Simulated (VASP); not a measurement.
# K5AgS3: single point with PBE

Crystal: K5AgS3.

```
K Ag S
1.0
     6.74348    0.00000    0.00000
    -3.37174    5.84003    0.00000
     0.00000    0.00000    7.31645
K Ag S
5 1 3
Direct
  0.00000 0.00000 0.00000
  0.33333 0.66667 0.27649
  0.33333 0.66667 0.72351
  0.66667 0.33333 0.72351
  0.66667 0.33333 0.27649
  0.00000 0.00000 0.50000
  0.50000 0.00000 0.50000
  0.00000 0.50000 0.50000
  0.50000 0.50000 0.50000
```

The cell was built from a structure type or drawn by symmetry, and may not be a known phase.

```yaml
Program: VASP 6.6.1
Task: single point
Functional: PBE
Potentials_or_basis: VASP PAW PBE potentials, release 64 (K_sv, Ag, S)
Cutoff: 520 eV
k_mesh: 3 × 3 × 4
Occupations: gaussian, width 0.1 eV
Spin: no spin polarisation
```

```json
{
 "Pressure": "11.9 GPa",
 "Largest force": "3.732 eV/Å",
 "Band gap on the k mesh": "zero (bands 37 and 38 overlap by 0.03 eV)"
}
```

Forces in eV/Å, atoms in the order of the input:
```
K    0.000  0.000  0.000
K    0.000  0.000 -3.732
K    0.000  0.000  3.732
K    0.000  0.000  3.732
K    0.000  0.000 -3.732
Ag   0.000  0.000  0.000
S    0.000  0.000  0.000
S    0.000  0.000  0.000
S    0.000  0.000  0.000
```

Stress tensor (GPa, compression positive):
```
11.24  0.00  0.00
 0.00 11.24  0.00
 0.00  0.00 13.22
```

Levels at points of the mesh, in eV from the Fermi level:
| k point | band 35 | band 36 | band 37 | band 38 | band 39 | band 40 |
| --- | --- | --- | --- | --- | --- | --- |
| (0.00, 0.00, 0.00) | -1.09 | -0.20 | -0.20 | 0.02 | 0.04 | 2.04 |
| (0.00, 0.00, 0.50) | -0.68 | -0.16 | -0.16 | 0.04 | 0.14 | 2.17 |

Wall time 5.3 min on 1 thread of Intel(R) Xeon(R) Platinum 8259CL CPU @ 2.50GHz (Skylake/Cascade Lake) (shared host), peak memory 0.41 GiB.

Caveat: the cell stands under pressure; forces of over 1 eV/Å act on the atoms, so gaps and moduli don't describe the material at rest.
